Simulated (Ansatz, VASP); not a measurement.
Two plane-wave programs on SiGe2

The input INCAR:

```
PREC = Accurate
ENCUT = 520
EDIFF = 1E-6
ISMEAR = -1
SIGMA = 0.02
LREAL = False
LASPH = True
NELM = 60
ALGO = Normal
ISIF = 2
LWAVE = False
LCHARG = False
GGA = PE
NBANDS = 41
```

The input KPOINTS:

```
Automatic mesh
0
Gamma
  12 12 4
```

The input POSCAR:

```
SiGe2
1.0
    3.9538420109      0.0000000000      0.0000000000
   -1.9769210054      3.4241276240      0.0000000000
    0.0000000000      0.0000000000      9.6583490702
Si Ge
2 4
Direct
    0.0000000000      0.0000000000     -0.0017084882
    0.6666666667      0.3333333333      0.6681121495
    0.3333333333      0.6666666667      0.3332235851
    0.6666666667      0.3333333333      0.9168840578
    0.3333333333      0.6666666667      0.5872658529
    0.0000000000      0.0000000000      0.2462228430
```

Input for Ansatz:

```yaml
crystal:
  lattice:
    - [3.9538420109, 0.0, 0.0]
    - [-1.9769210054, 3.424127624, 0.0]
    - [0.0, 0.0, 9.6583490702]
  atoms:
    - { symbol: Si, position: [0.0, 0.0, -0.0017084882] }
    - { symbol: Si, position: [0.6666666667, 0.3333333333, 0.6681121495] }
    - { symbol: Ge, position: [0.3333333333, 0.6666666667, 0.3332235851] }
    - { symbol: Ge, position: [0.6666666667, 0.3333333333, 0.9168840578] }
    - { symbol: Ge, position: [0.3333333333, 0.6666666667, 0.5872658529] }
    - { symbol: Ge, position: [0.0, 0.0, 0.246222843] }
kpoints:
  mp_grid: { grid: [12, 12, 4] }
  band_path:
    path:
      - [[0.0, 0.0, 0.0], [0.5, -1.677042723391e-17, -8.801581829602e-18], [0.3333333333333, 0.3333333333333, -7.544212996802e-18], [0.0, 0.0, 0.0], [-1.881122158403e-35, 1.771191212243e-35, 0.5], [0.5, -1.661261455586e-17, 0.5], [0.3333333333333, 0.3333333333333, 0.5], [-1.881122158403e-35, 1.771191212243e-35, 0.5]]
      - [[0.5, -1.661261455586e-17, 0.5], [0.5, -1.677042723391e-17, -8.801581829602e-18]]
      - [[0.3333333333333, 0.3333333333333, 0.5], [0.3333333333333, 0.3333333333333, -7.544212996802e-18]]
    npoints: 10
hamiltonian:
  xc: pbe
scf:
  occupations: { method: fermi_dirac, width: 0.02 }
  n_extra_bands: 5
output:
  forces: true
  stress: true
  eigenvalues: true
```

Alike in both runs: task single point; functional PBE; k mesh 12 × 12 × 4; occupations fermi-dirac, width 0.02 eV; no spin polarisation.

```csv
,VASP,Ansatz
version,VASP 6.6.1,Ansatz 0.2.0
potentials or method,"VASP PAW PBE potentials, release 64 (Si, Ge_d)","plane waves, PAW"
plane-wave cutoff (eV),520,420
valence electrons in the cell,64,64
```

```tsv
	VASP	Ansatz	Ansatz less VASP
pressure (GPa)	2.5	2.6	+0.09
traceless stress, the component that is largest in VASP (GPa)	0.24	0.24	-0.001
rms of the force components (eV/Å)	0.020	0.019	-0.0009
```

Atom by atom the forces differ by 0.001 eV/Å (rms over components). The functional is the same, so the differences come from potentials, cutoffs and numerics.
